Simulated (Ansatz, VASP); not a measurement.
**Two plane-wave programs on MnS**

```
Mn S
1.0
     0.00000    2.65431    2.65431
     2.65431    0.00000    2.65431
     2.65431    2.65431    0.00000
Mn S
1 1
Direct
  0.00000 0.00000 0.00000
  0.50000 0.50000 0.50000
```

Alike in both runs: task single point; functional PBE; k mesh 8 × 8 × 8; occupations gaussian, width 0.05 eV; collinear spin; Hubbard terms Mn d U = 3.9 eV.

|  | VASP | Ansatz |
| --- | --- | --- |
| version | VASP 6.6.1 | Ansatz 0.2.0 |
| potentials or method | VASP PAW PBE potentials, release 64 (Mn_pv, S), cutoff 520 eV | scalar-relativistic, plane waves, PAW |
| valence electrons in the cell | 19 | 21 |

|  | VASP | Ansatz | Ansatz less VASP |
| --- | --- | --- | --- |
| gap on the k mesh at the Fermi level (eV) | 0.89 | 0.91 | +0.017 |
| least direct gap on the mesh (eV) | 2.70 | 2.65 | -0.057 |
| pressure (GPa) | -0.6 | 0.0 | +0.59 |
| net moment per atom (μB) | 2.50 | 2.50 | 0.000 |
| size of the moment on the site where the two differ most (μB) | 4.61 | 4.54 | -0.063 |

Site moments also hang on the region over which each program counts them. The programs project onto different local orbitals, so the same U acts differently, and such runs can settle in different states. VASP's potentials hold 19 valence electrons a cell and Ansatz's 21, so a difference there can come from the potentials and not from the codes. Ansatz's warnings: stability check not made.
